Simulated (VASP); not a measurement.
# Si3C2 (R-3m) in VASP: further runs

Runs on Si3C2. Level: PBE. Tasks: single point, relaxation of cell and atoms.

Program: VASP 6.6.1. These are calculated values, not measurements. Logs are shortened: lines on timing, memory, paths and dates and some standing lists are left out, and cuts for length are marked.

### 1 The cell of the first run

The structure is trigonal, space group R-3m (No. 166). Conventional cell: a = 2.721 Å, b = 2.721 Å, c = 33.324 Å, α = 90.00°, β = 90.00°, γ = 120.00°. Si (site symmetry -3m) has 6 Si at 2.72 Å and 6 C at 2.72 Å within 3.6 Å. Within 3.6 Å of Si (site symmetry 3m) lie 9 Si at 2.72 Å and 3 C at 2.72 Å. Within 3.6 Å of C (site symmetry 3m) lie 6 C at 2.72 Å and 6 Si at 2.72 Å.

### 2 Single point, PBE, collinear spin

The input, INCAR:

```
  PREC = Accurate
  ENCUT = 520
  EDIFF = 1E-6
  ISMEAR = 0
  SIGMA = 0.1
  LREAL = False
  LASPH = True
  NELM = 150
  ALGO = Normal
  ISIF = 2
  LWAVE = False
  LCHARG = False
  ISPIN = 2
  MAGMOM = 0 0 0 1 1
  LORBIT = 11
  GGA = PE
  NBANDS = 22
```

The input, KPOINTS:

```
regular mesh
0
Gamma
  6 6 6
```

The input, POSCAR:

```
Si3C2
1.0
    1.3604362900      0.7854482600     11.1079158000
   -1.3604362900      0.7854482600     11.1079158000
    0.0000000000     -1.5708965200     11.1079158000
Si C
3 2
Direct
    0.0000000000      0.0000000000      0.0000000000
    0.2000000000      0.2000000000      0.2000000000
    0.8000000000      0.8000000000      0.8000000000
    0.4000000000      0.4000000000      0.4000000000
    0.6000000000      0.6000000000      0.6000000000
```

Potentials or basis: VASP PAW PBE potentials, release 64 (Si, C).

Run with:

```console
cat potpaw_PBE.64/Si/POTCAR potpaw_PBE.64/C/POTCAR > POTCAR
mpirun -np 1 vasp_std > vasp.out
```

OUTCAR:

```text
PREC = Accurate
   ENCUT = 520
   EDIFF = 1E-6
   ISMEAR = 0
   LREAL = False
   LASPH = True
   NELM = 150
   ISIF = 2
   ISPIN = 2
   LORBIT = 11
   GGA = PE

 ion  position               nearest neighbor table
   1  0.000  0.000  0.000-
   2  0.200  0.200  0.200-   3 2.72   3 2.72   3 2.72
   3  0.800  0.800  0.800-   2 2.72   2 2.72   2 2.72
   4  0.400  0.400  0.400-
   5  0.600  0.600  0.600-

  LATTYP: Found a trigonal (rhomboedric) cell.
 ALAT       =    11.2184450477
 COS(alpha) =     0.9705882352

  Lattice vectors:

 A1 = (   1.3604362900,   0.7854482600,  11.1079158000)
 A2 = (  -1.3604362900,   0.7854482600,  11.1079158000)
 A3 = (   0.0000000000,  -1.5708965200,  11.1079158000)

Analysis of symmetry for initial positions (statically):
=====================================================================
 Subroutine PRICEL returns:
 Original cell was already a primitive cell.

 Routine SETGRP: Setting up the symmetry group for a
 trigonal (rhombohedral) supercell.

 Subroutine GETGRP returns: Found 12 space group operations
 (whereof 12 operations were pure point group operations)
 out of a pool of 12 trial point group operations.

The static configuration has the point symmetry D_3d.

Analysis of symmetry for dynamics (positions and initial velocities):
=====================================================================
 Subroutine PRICEL returns:
 Original cell was already a primitive cell.

 Routine SETGRP: Setting up the symmetry group for a
 trigonal (rhombohedral) supercell.

 Subroutine GETGRP returns: Found 12 space group operations
 (whereof 12 operations were pure point group operations)
 out of a pool of 12 trial point group operations.

The dynamic configuration has the point symmetry D_3d.

Analysis of structural, dynamic, and magnetic symmetry:
=====================================================================
 Subroutine PRICEL returns:
 Original cell was already a primitive cell.

 Routine SETGRP: Setting up the symmetry group for a
 trigonal (rhombohedral) supercell.

 Subroutine GETGRP returns: Found 12 space group operations
 (whereof 12 operations were pure point group operations)
 out of a pool of 12 trial point group operations.

The overall configuration has the point symmetry D_3d.

 Subroutine INISYM returns: Found 12 space group operations
 (whereof 12 operations are pure point group operations),
[... 130 lines left out ...]
   IVDW    =     0    specifies the selected vdW correction
   LEPSILON=     F    determine dielectric tensor
   LRPA    =     F    only Hartree local field effects (RPA)
 spin polarized calculation
 Gauss-broadening in eV      SIGMA  =   0.10
  energy-cutoff  :      520.00
  volume of cell :       71.22
 maximum number of plane-waves:      1937
   NGX = 41   NGY = 41   NGZ = 41

 number of electron      20.0000000 magnetization       0.0005900

 Free energy of the ion-electron system (eV)
  ---------------------------------------------------
  ext. energy  EPLUGINS =         0.00000000
  ---------------------------------------------------
  free energy    TOTEN  =       -23.13989800 eV

  energy without entropy =      -23.12506565  energy(sigma->0) =      -23.13248183

 E-fermi :   6.6629     XC(G=0): -10.6700

 val. band max:        6.6628042193   @ k =  -0.3333   0.5000   0.1667
 cond. band min:       6.6629212627   @ k =  -0.3333   0.5000   0.1667
 fundamental gap:      0.0001170433
 Fermi energy:         6.6628753169

 spin component 1

 k-point     1 :       0.0000    0.0000    0.0000
  band No.  band energies     occupation
      1      -7.0821      1.00000
      2      -5.9686      1.00000
      3      -5.5930      1.00000
      4      -2.8042      1.00000
      5      -2.4987      1.00000
      6       2.8339      1.00000
[... 589 lines left out ...]
     21      14.9225      0.00000
     22      17.1308      0.00000

 [... further k-points ...]

 spin component 2

 k-point     1 :       0.0000    0.0000    0.0000
  band No.  band energies     occupation
      1      -7.0820      1.00000
      2      -5.9684      1.00000
      3      -5.5928      1.00000
      4      -2.8041      1.00000
      5      -2.4986      1.00000
      6       2.8341      1.00000
[... 589 lines left out ...]
     21      14.9227      0.00000
     22      17.1310      0.00000

 [... further k-points ...]

------------------------ aborting loop because EDIFF is reached ----------------------------------------

  FORCE on cell =-STRESS in cart. coord.  units (eV):
  Direction    XX          YY          ZZ          XY          YZ          ZX
  --------------------------------------------------------------------------------------
  -------------------------------------------------------------------------------------
  Total       -4.5434577     -4.5434577    -11.3547096      0.0000000      0.0000000     -0.0000000
  in kB     -102.2156632   -102.2156637   -255.4506389      0.0000000      0.0000000     -0.0000000
  external PRESSURE =    -153.2939886 kB  Pullay stress =       0.0000000 kB

 VOLUME and BASIS-vectors are now :
 -----------------------------------------------------------------------------
  energy-cutoff  :      520.00
  volume of cell :       71.22
      direct lattice vectors                 reciprocal lattice vectors
     1.360436290  0.785448260 11.107915800     0.367529155  0.212193056  0.030008630
    -1.360436290  0.785448260 11.107915800    -0.367529155  0.212193056  0.030008630
     0.000000000 -1.570896520 11.107915800     0.000000000 -0.424386112  0.030008630

 POSITION                                       TOTAL-FORCE (eV/Angst)
 -----------------------------------------------------------------------------------
      0.00000      0.00000      0.00000         0.000000      0.000000     -0.000000
      0.00000      0.00000      6.66475         0.000000      0.000000      1.676717
      0.00000      0.00000     26.65900         0.000000      0.000000     -1.676717
      0.00000      0.00000     13.32950         0.000000     -0.000000      0.253317
      0.00000      0.00000     19.99425         0.000000      0.000000     -0.253317
 -----------------------------------------------------------------------------------
    total drift:                               -0.000000     -0.000000      0.000000

  FREE ENERGIE OF THE ION-ELECTRON SYSTEM (eV)
  ---------------------------------------------------
  free  energy   TOTEN  =       -23.1398980002 eV

  energy  without entropy=      -23.1250656518  energy(sigma->0) =      -23.13248183

 total charge

# of ion       s       p       d       tot
------------------------------------------
    1        0.864   0.595   0.000   1.458
    2        0.846   0.654   0.000   1.500
    3        0.846   0.654   0.000   1.500
    4        1.044   0.965   0.000   2.009
    5        1.044   0.965   0.000   2.009
--------------------------------------------------
tot          4.643   3.831   0.000   8.475

 magnetization (x)

# of ion       s       p       d       tot
------------------------------------------
    1        0.000   0.000   0.000   0.000
    2       -0.000   0.000   0.000   0.000
    3       -0.000   0.000   0.000   0.000
    4        0.000   0.000   0.000   0.000
    5        0.000   0.000   0.000   0.000
--------------------------------------------------
tot          0.000   0.000   0.000   0.000
```

stdout:

```text
POSCAR found type information on POSCAR SiC
 POSCAR found :  2 types and       5 ions
 scaLAPACK will be used
 LDA part: xc-table for (Slater+PW92), standard interpolation
 POSCAR, INCAR and KPOINTS ok, starting setup
 FFT: planning ... GRIDC
 FFT: planning ... GRID_SOFT
 FFT: planning ... GRID
 WAVECAR not read
 entering main loop
```

Run time: 31 min. Hardware: 1 thread of Intel Xeon Platinum 8488C (Sapphire Rapids), shared host; peak memory 1.4 GiB.

What came out:

* Free energy: -23.1399 eV
* Pressure: -15.3 GPa
* Largest force: 1.677 eV/Å
* Band gap on the k mesh: zero (filled and empty bands overlap)
* Net moment: 0.00 μB per cell
* Valence electrons inside the program's atomic spheres: Si 1.46, 1.50 (each value once); C 2.01

Forces on the atoms (eV/Å):
```
Si   0.000  0.000  0.000
Si   0.000  0.000  1.677
Si   0.000  0.000 -1.677
C    0.000  0.000  0.253
C    0.000  0.000 -0.253
```

Stress tensor (GPa, compression positive):
```
-10.22   0.00   0.00
  0.00 -10.22   0.00
  0.00   0.00 -25.55
```

Caveat: the k points lie up to 0.45 Å⁻¹ apart, too coarse for converged energies and pressures of a metal; forces of over 1 eV/Å act on the atoms, so gaps and moduli don't describe the material at rest.

### 3 Relaxation of cell and atoms, PBE

This run uses another cell than the first one, of 10.00 Å³/atom.

The input, INCAR:

```
ALGO     = Normal         # electronic algorithm
EDIFF    = 1E-6           # SCF threshold, eV
EDIFFG   = -0.01          # ionic threshold
ENCUT    = 600            # plane-wave cutoff, eV
GGA      = PE             # functional
IBRION   = 2              # ionic algorithm
ISIF     = 3              # what is computed and relaxed
ISMEAR   = 0              # smearing method
LASPH    = True           # aspherical terms in the spheres
LCHARG   = False          # write CHGCAR
LREAL    = False          # projectors in reciprocal space
LWAVE    = False          # write WAVECAR
NELM     = 100            # most SCF steps
NSW      = 100            # ionic steps
PREC     = Accurate       # precision mode
SIGMA    = 0.1            # smearing width, eV
```

The input, KPOINTS:

```
k-points
0
Gamma
  12 12 12
```

The input, POSCAR:

```
Si3C2
1.0
    1.4824299576      0.8558813351      6.5705848181
   -1.4824299576      0.8558813351      6.5705848181
    0.0000000000     -1.7117626702      6.5705848181
Si C
3 2
Direct
    0.0000000000      0.0000000000      0.0000000000
    0.2162126625      0.2162126625      0.2162126625
    0.7837873375      0.7837873375      0.7837873375
    0.3969883671      0.3969883671      0.3969883671
    0.6030116329      0.6030116329      0.6030116329
```

Potentials or basis: VASP PAW PBE potentials, release 64 (Si, C).

Run with:

```console
cat potpaw_PBE.64/Si/POTCAR potpaw_PBE.64/C/POTCAR > POTCAR
mpirun -np 1 vasp_std > vasp.out
```

Run time: 24 min. Hardware: 1 thread of Intel Xeon Platinum 8488C (Sapphire Rapids), shared host; peak memory 0.51 GiB.

The run converged. Its results:

```yaml
Free_energy: -31.9070 eV
Relaxed_volume: 9.95 Å³/atom
Relaxed_cell: a = 6.803 Å, b = 6.803 Å, c = 6.803 Å, α = 25.07°, β = 25.07°, γ = 25.07°
Space_group_after_relaxing_to_0.1_Å: R-3m (No. 166)
Energy_gained_by_relaxing: 1.0 meV/atom
Ionic_steps: 7
Pressure_after_relaxing: 0.0 GPa
Largest_force_after_relaxing: 0.003 eV/Å
Band_gap_on_the_k_mesh: zero (bands 10 and 11 overlap by 5.80 eV)
```

Forces on the atoms (eV/Å):
```
Si   0.000  0.000  0.000
Si   0.000  0.000  0.003
Si   0.000  0.000 -0.003
C    0.000  0.000 -0.003
C    0.000  0.000  0.003
```

Step by step:
```csv
step,energy change (eV),largest force (eV/Å),pressure (GPa),volume (Å³)
1,0.0000,0.2223,-0.13,50.02
2,-0.0040,0.0645,-0.81,49.96
3,-0.0042,0.0280,-0.69,49.97
4,-0.0046,0.0307,0.32,49.66
5,-0.0047,0.0300,0.05,49.74
6,-0.0048,0.0123,0.03,49.74
7,-0.0048,0.0032,0.01,49.74
```

Final structure:
```
Si C
1.0
     1.47656    0.85249    6.58542
    -1.47656    0.85249    6.58542
     0.00000   -1.70498    6.58542
Si C
3 2
Direct
  0.00000 0.00000 0.00000
  0.21572 0.21572 0.21572
  0.78428 0.78428 0.78428
  0.39659 0.39659 0.39659
  0.60341 0.60341 0.60341
```

Levels at points of the mesh, in eV from the Fermi level:
```csv
k point,band 8,band 9,band 10,band 11,band 12,band 13
"(0.00, 0.00, 0.00)",-1.61,-1.61,4.47,4.47,4.53,4.70
"(0.50, 0.00, 0.00)",-3.80,-3.58,-1.97,-0.23,0.90,3.28
"(0.50, 0.50, 0.00)",-4.69,-3.28,-2.72,0.14,1.34,2.17
"(0.50, 0.50, 0.50)",-1.51,-1.51,3.03,3.85,3.85,4.40
```
